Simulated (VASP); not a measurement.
Input of a VASP 6.6.1 run:

The input INCAR:

```
PREC = Accurate
ENCUT = 520
EDIFF = 1E-8
ISMEAR = -1
SIGMA = 0.05
LREAL = F
LASPH = T
NELM = 80
ALGO = Normal
ISIF = 2
LWAVE = F
LCHARG = F
GGA = PE
LEFG = T
NBANDS = 12
```

KPOINTS

```
regular mesh
0
Gamma
  16 16 16
```

File POSCAR:

```
Tl
1.0
    0.0000000000      2.1934901093      2.1934901093
    2.1934901093      0.0000000000      2.1934901093
    2.1934901093      2.1934901093      0.0000000000
Tl
1
Direct
    0.0000000000      0.0000000000      0.0000000000
```

Potentials or basis: VASP PAW PBE potentials, release 64 (Tl_d).

Launch:

```bash
$ cat potpaw_PBE.64/Tl_d/POTCAR > POTCAR
$ mpirun -np 1 vasp_std > vasp.out
```

Q: Predict the pressure.

A: 30.4 GPa.

Caveat: without QUAD_EFG the Cq values of the log hold for a quadrupole moment of 1 mb, not for the nuclei.
